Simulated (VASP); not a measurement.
Ag, 1 atom in the cell. It takes space group Fm-3m (No. 225, cubic). The conventional cell has a = 4.148 Å, b = 4.148 Å, c = 4.148 Å, α = 90.00°, β = 90.00°, γ = 90.00°. Within 3.9 Å of Ag (site symmetry m-3m) lie 12 Ag at 2.93 Å. 

| Property | Result |
| --- | --- |
| Program | VASP 6.6.1 |
| Task | single point |
| Functional | PBE |
| Potentials or basis | VASP PAW PBE potentials, release 64 (Ag) |
| Cutoff | 500 eV |
| k mesh | 18 × 18 × 18 |
| Occupations | methfessel-paxton, width 0.2 eV |
| Spin | no spin polarisation |
| Dipole correction | no |
| Further INCAR settings | ALGO = Normal; EDIFF = 1e-06; NBANDS = 12 |

Potentials or basis: VASP PAW PBE potentials, release 64 (Ag).

Launch:

```sh
$ cat potpaw_PBE.64/Ag/POTCAR > POTCAR
$ mpirun -np 1 vasp_std > vasp.out
```

Hardware: 1 thread of Intel Xeon 8259CL (shared host).

How long does it take, and how much memory?

Wall time 26 s on 1 thread of Intel Xeon 8259CL (shared host), peak memory 0.17 GiB. Counts: scf iterations 11, k points 195.
